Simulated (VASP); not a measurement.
# Sc2Al (P6_3/mmc) in VASP: single point with PBEsol

Aim: the single point of Sc2Al with PBEsol.

Program: VASP 6.6.1. These are calculated values, not measurements. Logs are shortened: lines on timing, memory, paths and dates and some standing lists are left out, and cuts for length are marked.

### Step 1. The cell of the first run

Symmetry: P6_3/mmc, No. 194, hexagonal system. The conventional cell has a = 4.893 Å, b = 4.893 Å, c = 6.161 Å, α = 90.00°, β = 90.00°, γ = 120.00°. Within 4.1 Å of Sc (site symmetry -3m) lie 8 Sc at 3.08 to 3.22 Å and 6 Al at 3.22 Å. Sc (site symmetry -6m2) has 5 Al at 2.82 to 3.08 Å and 6 Sc at 3.22 Å within 3.7 Å. Al (site symmetry -6m2) has 11 Sc at 2.82 to 3.22 Å within 3.7 Å.

### Step 2. Single point, PBEsol

INCAR reads:

```
  ALGO = Normal
  EDIFF = 1E-6
  ENCUT = 520
  GGA = PS
  ISIF = 2
  ISMEAR = -1
  LASPH = T
  LCHARG = F
  LREAL = F
  LWAVE = F
  NBANDS = 34
  NELM = 60
  PREC = Accurate
  SIGMA = 0.1
```

KPOINTS reads:

```
k-points
0
Gamma
  6 6 4
```

POSCAR reads:

```
Sc2Al
1.0
    4.8926114000      0.0000000000      0.0000000000
   -2.4463057000      4.2371257600      0.0000000000
    0.0000000000      0.0000000000      6.1614205700
Sc Al
4 2
Direct
    0.0000000000      0.0000000000      0.0000000000
    0.0000000000      0.0000000000      0.5000000000
    0.3333333300      0.6666666700      0.7500000000
    0.6666666700      0.3333333300      0.2500000000
    0.3333333300      0.6666666700      0.2500000000
    0.6666666700      0.3333333300      0.7500000000
```

Potentials or basis: VASP PAW PBE potentials, release 64 (Sc_sv, Al).

Launch:

```
$ cat potpaw_PBE.64/Sc_sv/POTCAR potpaw_PBE.64/Al/POTCAR > POTCAR
$ mpirun -np 1 vasp_std > vasp.out
```

OUTCAR:

```text
EDIFF = 1E-6
   ENCUT = 520
   GGA = PS
   ISIF = 2
   ISMEAR = -1
   LASPH = T
   LREAL = F
   NELM = 60
   PREC = Accurate

 ion  position               nearest neighbor table
   1  0.000  0.000  0.000-   2 3.08   2 3.08   4 3.22   5 3.22   6 3.22   3 3.22   3 3.22   5 3.22
                             4 3.22   6 3.22   4 3.22   6 3.22   3 3.22   5 3.22
   2  0.000  0.000  0.500-   1 3.08   1 3.08   4 3.22   5 3.22   6 3.22   3 3.22   3 3.22   5 3.22
                             4 3.22   6 3.22   4 3.22   6 3.22   3 3.22   5 3.22
   3  0.333  0.667  0.750-   6 2.82   6 2.82   6 2.82   5 3.08   5 3.08   1 3.22   2 3.22   2 3.22
                             1 3.22   2 3.22   1 3.22
   4  0.667  0.333  0.250-   5 2.82   5 2.82   5 2.82   6 3.08   6 3.08   1 3.22   2 3.22   1 3.22
                             2 3.22   1 3.22   2 3.22
   5  0.333  0.667  0.250-   4 2.82   4 2.82   4 2.82   3 3.08   3 3.08   1 3.22   2 3.22   2 3.22
                             1 3.22   2 3.22   1 3.22
   6  0.667  0.333  0.750-   3 2.82   3 2.82   3 2.82   4 3.08   4 3.08   1 3.22   2 3.22   1 3.22
                             2 3.22   1 3.22   2 3.22

  LATTYP: Found a hexagonal cell.
 ALAT       =     4.8926114000
 C/A-ratio  =     1.2593316874

  Lattice vectors:

 A1 = (   4.8926114000,   0.0000000000,   0.0000000000)
 A2 = (  -2.4463057000,   4.2371257600,   0.0000000000)
 A3 = (   0.0000000000,   0.0000000000,   6.1614205700)

Analysis of symmetry for initial positions (statically):
=====================================================================
 Subroutine PRICEL returns:
 Original cell was already a primitive cell.

 Routine SETGRP: Setting up the symmetry group for a
 hexagonal supercell.

 Subroutine GETGRP returns: Found 24 space group operations
 (whereof 12 operations were pure point group operations)
 out of a pool of 24 trial point group operations.

The static configuration has the point symmetry D_3d.
 The point group associated with its full space group is D_6h.

Analysis of symmetry for dynamics (positions and initial velocities):
=====================================================================
 Subroutine PRICEL returns:
 Original cell was already a primitive cell.

 Routine SETGRP: Setting up the symmetry group for a
 hexagonal supercell.

 Subroutine GETGRP returns: Found 24 space group operations
 (whereof 12 operations were pure point group operations)
 out of a pool of 24 trial point group operations.

The dynamic configuration has the point symmetry D_3d.
 The point group associated with its full space group is D_6h.

 Subroutine INISYM returns: Found 24 space group operations
 (whereof 12 operations are pure point group operations),
 and found     1 'primitive' translations

----------------------------------------------------------------------------------------

                                     Primitive cell

  volume of cell :     127.7300

  direct lattice vectors                    reciprocal lattice vectors
     4.892611400  0.000000000  0.000000000     0.204389827  0.118004522  0.000000000
    -2.446305700  4.237125760  0.000000000     0.000000000  0.236009044  0.000000000
     0.000000000  0.000000000  6.161420570     0.000000000  0.000000000  0.162300234

  length of vectors
     4.892611400  4.892611397  6.161420570     0.236009044  0.236009044  0.162300234

  position of ions in fractional coordinates (direct lattice)
     0.000000000  0.000000000  0.000000000
     0.000000000  0.000000000  0.500000000
     0.333333330  0.666666670  0.750000000
     0.666666670  0.333333330  0.250000000
     0.333333330  0.666666670  0.250000000
     0.666666670  0.333333330  0.750000000

  ion indices of the primitive-cell ions
   primitive index   ion index
                 1           1
                 2           2
                 3           3
                 4           4
                 5           5
                 6           6

----------------------------------------------------------------------------------------

 KPOINTS: k-points

Automatic generation of k-mesh.
 Grid dimensions read from file:
 generate k-points for:    6    6    4

 Generating k-lattice:

  Cartesian coordinates                     Fractional coordinates (reciprocal lattice)
     0.034064971  0.019667420  0.000000000     0.166666667  0.000000000  0.000000000
     0.000000000  0.039334841  0.000000000     0.000000000  0.166666667  0.000000000
     0.000000000  0.000000000  0.040575058     0.000000000  0.000000000  0.250000000

  Length of vectors
     0.039334841  0.039334841  0.040575058

  Shift w.r.t. Gamma in fractional coordinates (k-lattice)
     0.000000000  0.000000000  0.000000000

 Subroutine IBZKPT returns following result:
 ===========================================

 Found     21 irreducible k-points:

 Following reciprocal coordinates:
            Coordinates               Weight
  0.000000  0.000000  0.000000      1.000000
  0.166667 -0.000000  0.000000      6.000000
  0.333333  0.000000  0.000000      6.000000
  0.500000  0.000000  0.000000      3.000000
  0.166667  0.166667  0.000000      6.000000
  0.333333  0.166667  0.000000     12.000000
[... 13 lines left out ...]
  0.333333  0.166667  0.500000     12.000000
  0.333333  0.333333  0.500000      2.000000
   k-points           NKPTS =     21   k-points in BZ     NKDIM =     21   number of bands    NBANDS=     34
   number of dos      NEDOS =    301   number of ions     NIONS =      6
   total plane-waves  NPLWV =  62208
   dimension x,y,z NGX =    36 NGY =   36 NGZ =   48
   dimension x,y,z NGXF=    72 NGYF=   72 NGZF=   96
   ions per type =               4   2
   NGX,Y,Z   is equivalent  to a cutoff of  12.23, 12.23, 12.95 a.u.
   NGXF,Y,Z  is equivalent  to a cutoff of  24.46, 24.46, 25.90 a.u.
 SYSTEM =  unknown system
   PREC   = accura    normal or accurate (medium, high low for compatibility)
   ISTART =      0    job   : 0-new  1-cont  2-samecut
   ICHARG =      2    charge: 1-file 2-atom 10-const
   ISPIN  =      1    spin polarized calculation?
   LNONCOLLINEAR =      F non collinear calculations
   LSORBIT =      F    spin-orbit coupling
   LASPH  =      T    aspherical Exc in radial PAW
   ENCUT  =  520.0 eV  38.22 Ry    6.18 a.u.   9.10  9.10 11.46*2*pi/ulx,y,z
   NELM   =     60;   NELMIN=  2; NELMDL= -5     # of ELM steps
   EDIFF  = 0.1E-05   stopping-criterion for ELM
   LREAL  =      F    real-space projection
   EDIFFG = 0.1E-04   stopping-criterion for IOM
   NSW    =      0    number of steps for IOM
   IBRION =     -1    ionic relax: 0-MD 1-quasi-New 2-CG
   NFREE  =      0    steps in history (QN), initial steepest desc. (CG)
   ISIF   =      2    stress and relaxation
   ISYM   =      2    0-nonsym 1-usesym 2-fastsym
   POTIM  = 0.5000    time-step for ionic-motion
   TEBEG  =    0.0;   TEEND  =   0.0 temperature during run
   PSTRESS=    0.0 pullay stress
   NELECT =      50.0000    total number of electrons
   NUPDOWN=      -1.0000    fix difference up-down
   EMIN   =  10.00;   EMAX   =-10.00  energy-range for DOS
   EFERMI =   0.00;   METHOD = LEGACY
   ISMEAR =    -1;   SIGMA  =   0.10  broadening in eV -4-tet -1-fermi 0-gaus
   EFERMI_NEDOS =   21; number of points for ismear=-14 and -15
   IALGO  =     38    algorithm
   IMIX   =      4    mixing-type and parameters
     AMIX     =   0.40;   BMIX     =  1.00
     AMIX_MAG =   1.60;   BMIX_MAG =  1.00
  volume/ion in A,a.u.               =      21.29       143.66
  Fermi-wavevector in a.u.,A,eV,Ry     =   1.197569  2.263077 19.513086  1.434171
  Thomas-Fermi vector in A             =   2.333480
   LORBIT       =      0    0 simple, 1 ext, 2 COOP (PROOUT), +10 PAW based schemes
   GGA     = PS    functional components
   LHFCALC =     F    Hartree Fock is set to
   AEXX    =    0.0000 exact exchange contribution
   IVDW    =     0    specifies the selected vdW correction
   LEPSILON=     F    determine dielectric tensor
   LRPA    =     F    only Hartree local field effects (RPA)
 non-spin polarized calculation
  energy-cutoff  :      520.00
  volume of cell :      127.73
 maximum number of plane-waves:      3454
   NGX = 19   NGY = 19   NGZ = 23

 number of electron      50.0000002 magnetization

 Free energy of the ion-electron system (eV)
  ---------------------------------------------------
  ext. energy  EPLUGINS =         0.00000000
  ---------------------------------------------------
  free energy    TOTEN  =       -36.81991738 eV

  energy without entropy =      -36.59301255  energy(sigma->0) =      -36.70646496

 E-fermi :   4.7179     XC(G=0): -10.1856

 val. band max:        4.7091952090   @ k =   0.1667   0.1667   0.0000
 cond. band min:       4.7208668233   @ k =   0.3333   0.1667   0.2500
 fundamental gap:      0.0116716143
 Fermi energy:         4.7179214775

 k-point     1 :       0.0000    0.0000    0.0000
  band No.  band energies     occupation
      1     -44.5542      2.00000
      2     -44.4996      2.00000
      3     -44.4588      2.00000
      4     -44.4466      2.00000
      5     -23.4107      2.00000
      6     -23.3705      2.00000
[... 26 lines left out ...]
     33       7.5222      0.00000
     34       7.8087      0.00000

 k-point     2 :       0.1667   -0.0000    0.0000
  band No.  band energies     occupation
      1     -44.5514      2.00000
      2     -44.4995      2.00000
      3     -44.4589      2.00000
      4     -44.4493      2.00000
      5     -23.4284      2.00000
      6     -23.3796      2.00000
[... 26 lines left out ...]
     33       7.2909      0.00000
     34       7.3395      0.00000

 k-point     3 :       0.3333    0.0000    0.0000
  band No.  band energies     occupation
      1     -44.5451      2.00000
      2     -44.4995      2.00000
      3     -44.4592      2.00000
      4     -44.4551      2.00000
      5     -23.4578      2.00000
      6     -23.3958      2.00000
[... 26 lines left out ...]
     33       6.9397      0.00000
     34       7.1086      0.00000
[... 593 lines left out ...]
 k-point    20 :       0.3333    0.1667    0.5000
  band No.  band energies     occupation
      1     -44.5209      2.00000
      2     -44.5209      2.00000
      3     -44.4585      2.00000
      4     -44.4585      2.00000
      5     -23.3704      2.00000
      6     -23.3704      2.00000
[... 26 lines left out ...]
     33       6.7428      0.00000
     34       6.7429      0.00000

 k-point    21 :       0.3333    0.3333    0.5000
  band No.  band energies     occupation
      1     -44.5197      2.00000
      2     -44.5197      2.00000
      3     -44.4597      2.00000
      4     -44.4597      2.00000
      5     -23.3841      2.00000
      6     -23.3841      2.00000
[... 26 lines left out ...]
     33       7.0445      0.00000
     34       7.0460      0.00000

------------------------ aborting loop because EDIFF is reached ----------------------------------------

  FORCE on cell =-STRESS in cart. coord.  units (eV):
  Direction    XX          YY          ZZ          XY          YZ          ZX
  --------------------------------------------------------------------------------------
  -------------------------------------------------------------------------------------
  Total       -1.5153973     -1.5153973     -1.5597255      0.0000000      0.0000000      0.0000000
  in kB      -19.0083386    -19.0083386    -19.5643674      0.0000000      0.0000000      0.0000000
  external PRESSURE =     -19.1936815 kB  Pullay stress =       0.0000000 kB

 VOLUME and BASIS-vectors are now :
 -----------------------------------------------------------------------------
  energy-cutoff  :      520.00
  volume of cell :      127.73
      direct lattice vectors                 reciprocal lattice vectors
     4.892611400  0.000000000  0.000000000     0.204389827  0.118004522  0.000000000
    -2.446305700  4.237125760  0.000000000     0.000000000  0.236009044  0.000000000
     0.000000000  0.000000000  6.161420570     0.000000000  0.000000000  0.162300234

 POSITION                                       TOTAL-FORCE (eV/Angst)
 -----------------------------------------------------------------------------------
      0.00000      0.00000      0.00000         0.000000     -0.000000      0.000000
      0.00000      0.00000      3.08071         0.000000     -0.000000      0.000000
     -0.00000      2.82475      4.62107        -0.000000     -0.000000      0.000000
      2.44631      1.41238      1.54036        -0.000000     -0.000000      0.000000
     -0.00000      2.82475      1.54036         0.000000      0.000000      0.000000
      2.44631      1.41238      4.62107         0.000000     -0.000000      0.000000
 -----------------------------------------------------------------------------------
    total drift:                               -0.000011      0.000006     -0.000000

  FREE ENERGIE OF THE ION-ELECTRON SYSTEM (eV)
  ---------------------------------------------------
  free  energy   TOTEN  =       -36.8199173752 eV

  energy  without entropy=      -36.5930125462  energy(sigma->0) =      -36.70646496
```

Wall time 56 s (1 thread of Intel Xeon 6975P-C, shared host); peak memory 0.27 GiB.

What came out:

- Free energy: -36.8199 eV
- Pressure: -1.9 GPa
- Band gap on the k mesh: zero (band 25 reaches 5.09 eV, above the bottom of band 26 at 4.37 eV)

Caveat: the PAW data sets were made with another functional, which shifts forces and pressure a little.
